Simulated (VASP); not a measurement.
# Cr (Im-3m) in VASP: notebook, part 2 of 2

VASP 6.6.1. The steps go on from the part before.

## 3. Single point, r2SCAN, collinear spin, ferromagnetic start

POSCAR

```
Cr
1.0
   -1.4148813462      1.4148813462      1.4148813462
    1.4148813462     -1.4148813462      1.4148813462
    1.4148813462      1.4148813462     -1.4148813462
Cr
1
Direct
    0.0000000000      0.0000000000      0.0000000000
```

INCAR.step1

```
SYSTEM = Cr
ALGO = Normal ; EDIFF = 1E-4
ENCUT = 520 ; GGA = PE
ISMEAR = 0 ; ISPIN = 2
LASPH = .True. ; LCHARG = .False.
LMAXMIX = 4 ; LREAL = .False.
LWAVE = .True. ; MAGMOM = 1.5
NBANDS = 16 ; NELM = 150
PREC = Accurate ; SIGMA = 0.2
```

INCAR.step2

```
SYSTEM = Cr
ALGO = Normal ; EDIFF = 1E-6
ENCUT = 520 ; ISIF = 2
ISMEAR = 0 ; ISPIN = 2
ISTART = 1 ; LASPH = .True.
LCHARG = .False. ; LMAXMIX = 4
LMIXTAU = .True. ; LORBIT = 11
LREAL = .False. ; LWAVE = .False.
MAGMOM = 1.5 ; METAGGA = R2SCAN
NBANDS = 16 ; NELM = 150
PREC = Accurate ; SIGMA = 0.2
```

KPOINTS

```
k-points
0
Gamma
  15 15 15
  0 0 0
```

Potentials or basis: VASP PAW PBE potentials, release 64 (Cr_pv).

Run with:

```sh
> cat potpaw_PBE.64/Cr_pv/POTCAR > POTCAR
> cp INCAR.step1 INCAR
> mpirun -np 1 vasp_std > vasp.out
> cp INCAR.step2 INCAR
> mpirun -np 1 vasp_std > vasp.out
```

OUTCAR:

```text
SYSTEM = Cr
   EDIFF = 1E-6
   ENCUT = 520
   ISIF = 2
   ISMEAR = 0
   ISPIN = 2
   ISTART = 1
   LASPH = .True.
   LORBIT = 11
   LREAL = .False.
   METAGGA = R2SCAN
   NELM = 150
   PREC = Accurate

 ion  position               nearest neighbor table
   1  0.000  0.000  0.000-

  LATTYP: Found a body centered cubic cell.
 ALAT       =     2.8297626924

  Lattice vectors:

 A1 = (  -1.4148813462,   1.4148813462,   1.4148813462)
 A2 = (   1.4148813462,  -1.4148813462,   1.4148813462)
 A3 = (   1.4148813462,   1.4148813462,  -1.4148813462)

Analysis of symmetry for initial positions (statically):
=====================================================================
 Subroutine PRICEL returns:
 Original cell was already a primitive cell.

 Routine SETGRP: Setting up the symmetry group for a
 body centered cubic supercell.

 Subroutine GETGRP returns: Found 48 space group operations
 (whereof 48 operations were pure point group operations)
 out of a pool of 48 trial point group operations.

[... 628 lines left out ...]
      5       8.6436      1.00000
      6       9.9556      1.00000
[... 8 lines left out ...]
     15      41.9281      0.00000
     16      47.4497      0.00000

 [... further k-points ...]

 spin component 2

 k-point     1 :       0.0000    0.0000    0.0000
  band No.  band energies     occupation
      1     -33.1090      1.00000
      2     -33.1090      1.00000
      3     -33.1090      1.00000
      4       2.7046      1.00000
      5      10.2095      1.00000
      6      10.2096      1.00000
[... 435 lines left out ...]
      5       8.6436      1.00000
      6       9.9556      1.00000
[... 8 lines left out ...]
     15      41.9281      0.00000
     16      47.4497      0.00000

 [... further k-points ...]

------------------------ aborting loop because EDIFF is reached ----------------------------------------

  FORCE on cell =-STRESS in cart. coord.  units (eV):
  Direction    XX          YY          ZZ          XY          YZ          ZX
  --------------------------------------------------------------------------------------
  -------------------------------------------------------------------------------------
  Total        0.0448453      0.0448453      0.0448453      0.0000000      0.0000000      0.0000000
  in kB        6.3417206      6.3417206      6.3417206      0.0000000      0.0000000      0.0000000
  external PRESSURE =       6.3417206 kB  Pullay stress =       0.0000000 kB

 VOLUME and BASIS-vectors are now :
 -----------------------------------------------------------------------------
  energy-cutoff  :      520.00
  volume of cell :       11.33
      direct lattice vectors                 reciprocal lattice vectors
    -1.414881346  1.414881346  1.414881346     0.000000000  0.353386523  0.353386523
     1.414881346 -1.414881346  1.414881346     0.353386523  0.000000000  0.353386523
     1.414881346  1.414881346 -1.414881346     0.353386523  0.353386523  0.000000000

 POSITION                                       TOTAL-FORCE (eV/Angst)
 -----------------------------------------------------------------------------------
      0.00000      0.00000      0.00000        -0.000000      0.000000     -0.000000
 -----------------------------------------------------------------------------------
    total drift:                                0.000000     -0.000000      0.000000

  FREE ENERGIE OF THE ION-ELECTRON SYSTEM (eV)
  ---------------------------------------------------
  free  energy   TOTEN  =       -14.8087251153 eV

  energy  without entropy=      -14.7923293629  energy(sigma->0) =      -14.80052724

 total charge

# of ion       s       p       d       tot
------------------------------------------
    1        0.693   6.437   4.192  11.322

 magnetization (x)

# of ion       s       p       d       tot
------------------------------------------
    1       -0.000  -0.000  -0.000  -0.000
```

OUTCAR.step1:

```text
SYSTEM = Cr
   EDIFF = 1E-4
   ENCUT = 520
   GGA = PE
   ISMEAR = 0
   ISPIN = 2
   LASPH = .True.
[... 1150 lines left out ...]
 POSITION                                       TOTAL-FORCE (eV/Angst)
 -----------------------------------------------------------------------------------
      0.00000      0.00000      0.00000        -0.000000     -0.000000     -0.000000
 -----------------------------------------------------------------------------------
    total drift:                                0.000000     -0.000000      0.000000

  FREE ENERGIE OF THE ION-ELECTRON SYSTEM (eV)
  ---------------------------------------------------
  free  energy   TOTEN  =        -9.5165549121 eV

  energy  without entropy=       -9.4988801606  energy(sigma->0) =       -9.50771754
```

It took 90 s on 1 thread of AMD EPYC 9R45 (Zen 5), shared host; peak memory 0.12 GiB.

Results:

- Free energy: -14.8087 eV
- Pressure: 0.6 GPa
- Band gap on the k mesh: zero (filled and empty bands overlap)
- Net moment: 0.00 μB per cell
- Valence electrons inside the program's atomic spheres: Cr 11.32

Levels at points of the mesh, in eV from the Fermi level:
Spin up:
```csv
k point,band 4,band 5,band 6,band 7,band 8,band 9
"(0.00, 0.00, 0.00)",-8.47,-0.97,-0.97,-0.97,1.46,1.46
```
Spin down:
```tsv
k point	band 2	band 3	band 4	band 5	band 6	band 7	band 8	band 9	band 10	band 11
(0.00, 0.00, 0.00)	-44.29	-44.29	-8.47	-0.97	-0.97	-0.97	1.46	1.46	3.24	23.27
```

Caveat: the moments typed at the start vanished in this run; the PAW data sets were made with another functional, which shifts forces and pressure a little.

## 4. Single point, r2SCAN, collinear spin, ferromagnetic start

POSCAR is that of step 3.

INCAR.step1

```
  PREC = Accurate
  ENCUT = 520
  ISMEAR = 0
  SIGMA = 0.3
  LREAL = F
  LASPH = T
  NELM = 150
  ISPIN = 2
  MAGMOM = 1.5
  LMAXMIX = 4
  NBANDS = 16
  GGA = PE
  ALGO = Normal
  EDIFF = 1E-4
  LWAVE = T
  LCHARG = F
```

INCAR.step2

```
  PREC = Accurate
  ENCUT = 520
  EDIFF = 1E-6
  ISMEAR = 0
  SIGMA = 0.3
  LREAL = F
  LASPH = T
  NELM = 150
  ALGO = Normal
  ISIF = 2
  LWAVE = F
  LCHARG = T
  ISPIN = 2
  MAGMOM = 1.5
  LORBIT = 11
  LMAXMIX = 4
  METAGGA = R2SCAN
  LMIXTAU = T
  LELF = T
  LVHAR = T
  NBANDS = 16
  ISTART = 1
```

KPOINTS

```
regular mesh
0
Gamma
  15 15 15
```

Potentials or basis: VASP PAW PBE potentials, release 64 (Cr_pv).

Run with:

```sh
> cat potpaw_PBE.64/Cr_pv/POTCAR > POTCAR
> cp INCAR.step1 INCAR
> mpirun -np 1 vasp_std > vasp.out
> cp INCAR.step2 INCAR
> mpirun -np 1 vasp_std > vasp.out
```

OUTCAR:

```text
PREC = Accurate
   ENCUT = 520
   EDIFF = 1E-6
   ISMEAR = 0
   LREAL = F
   LASPH = T
   NELM = 150
   ISIF = 2
   ISPIN = 2
   LORBIT = 11
   METAGGA = R2SCAN
   ISTART = 1

 ion  position               nearest neighbor table
   1  0.000  0.000  0.000-

  LATTYP: Found a body centered cubic cell.
 ALAT       =     2.8297626924

  Lattice vectors:

 A1 = (  -1.4148813462,   1.4148813462,   1.4148813462)
[... 1122 lines left out ...]
  --------------------------------------------------------------------------------------
  -------------------------------------------------------------------------------------
  Total        0.0492853      0.0492853      0.0492853     -0.0000000     -0.0000000      0.0000000
  in kB        6.9696006      6.9696006      6.9696006     -0.0000000     -0.0000000      0.0000000
  external PRESSURE =       6.9696006 kB  Pullay stress =       0.0000000 kB

 VOLUME and BASIS-vectors are now :
 -----------------------------------------------------------------------------
  energy-cutoff  :      520.00
  volume of cell :       11.33
      direct lattice vectors                 reciprocal lattice vectors
    -1.414881346  1.414881346  1.414881346     0.000000000  0.353386523  0.353386523
     1.414881346 -1.414881346  1.414881346     0.353386523  0.000000000  0.353386523
     1.414881346  1.414881346 -1.414881346     0.353386523  0.353386523  0.000000000

 POSITION                                       TOTAL-FORCE (eV/Angst)
 -----------------------------------------------------------------------------------
      0.00000      0.00000      0.00000        -0.000000     -0.000000      0.000000
 -----------------------------------------------------------------------------------
    total drift:                                0.000000     -0.000000      0.000000

  FREE ENERGIE OF THE ION-ELECTRON SYSTEM (eV)
  ---------------------------------------------------
  free  energy   TOTEN  =       -14.8181923163 eV

  energy  without entropy=      -14.7858498721  energy(sigma->0) =      -14.80202109

 total charge

# of ion       s       p       d       tot
------------------------------------------
    1        0.693   6.436   4.193  11.322

 magnetization (x)

# of ion       s       p       d       tot
------------------------------------------
    1       -0.000  -0.000  -0.000  -0.000
```

OUTCAR.step1:

```text
PREC = Accurate
   ENCUT = 520
   ISMEAR = 0
   LREAL = F
   LASPH = T
[... 1150 lines left out ...]

 POSITION                                       TOTAL-FORCE (eV/Angst)
 -----------------------------------------------------------------------------------
      0.00000      0.00000      0.00000        -0.000000      0.000000     -0.000000
 -----------------------------------------------------------------------------------
    total drift:                                0.000000     -0.000000      0.000000

  FREE ENERGIE OF THE ION-ELECTRON SYSTEM (eV)
  ---------------------------------------------------
  free  energy   TOTEN  =        -9.5270053746 eV

  energy  without entropy=       -9.4907566626  energy(sigma->0) =       -9.50888102
```

OSZICAR.step1:

```text
N       E                     dE             d eps       ncg     rms          rms(c)
DAV:   1     0.792610055170E+02    0.79261E+02   -0.60981E+03  7856   0.851E+02
DAV:   2    -0.933912217256E+01   -0.88600E+02   -0.84510E+02  8360   0.247E+02
DAV:   3    -0.107742695333E+02   -0.14351E+01   -0.14329E+01  8904   0.345E+01
DAV:   4    -0.107789706529E+02   -0.47011E-02   -0.47011E-02  8744   0.195E+00
DAV:   5    -0.107790025061E+02   -0.31853E-04   -0.31853E-04  8928   0.144E-01    0.151E+01
DAV:   6    -0.953089891313E+01    0.12481E+01   -0.19778E+00  7848   0.260E+01    0.284E+00
DAV:   7    -0.953492124846E+01   -0.40223E-02   -0.56930E-02  8040   0.220E+00    0.152E+00
DAV:   8    -0.952968939811E+01    0.52319E-02   -0.30149E-03  8992   0.564E-01    0.867E-01
DAV:   9    -0.952689329054E+01    0.27961E-02   -0.11204E-03  8568   0.393E-01    0.165E-01
DAV:  10    -0.952700088220E+01   -0.10759E-03   -0.20458E-04  7752   0.114E-01    0.470E-02
DAV:  11    -0.952700537458E+01   -0.44924E-05   -0.60196E-06  4064   0.266E-02
   1 F= -.95270054E+01 E0= -.95088810E+01  d E =-.362487E-01  mag=    -0.0007
```

Wall time 90 s (1 thread of AMD EPYC 9R45 (Zen 5), shared host); peak memory 0.12 GiB.

Results:

| Quantity | Value |
| --- | --- |
| Free energy | -14.8182 eV |
| Pressure | 0.7 GPa |
| Band gap on the k mesh | zero (filled and empty bands overlap) |
| Net moment | 0.00 μB per cell |
| Valence electrons inside the program's atomic spheres | Cr 11.32 |

Levels at points of the mesh, in eV from the Fermi level:
Spin up:
```csv
k point,band 3,band 4,band 5,band 6,band 7,band 8,band 9,band 10
"(0.00, 0.00, 0.00)",-44.28,-8.47,-0.97,-0.97,-0.97,1.46,1.46,3.24
```
Spin down:
| k point | band 2 | band 3 | band 4 | band 5 | band 6 | band 7 | band 8 | band 9 | band 10 | band 11 |
| --- | --- | --- | --- | --- | --- | --- | --- | --- | --- | --- |
| (0.00, 0.00, 0.00) | -44.28 | -44.28 | -8.47 | -0.97 | -0.97 | -0.97 | 1.46 | 1.46 | 3.24 | 23.27 |

Caveat: so wide a smearing shifts energies and pressures; the moments typed at the start vanished in this run; the PAW data sets were made with another functional, which shifts forces and pressure a little.
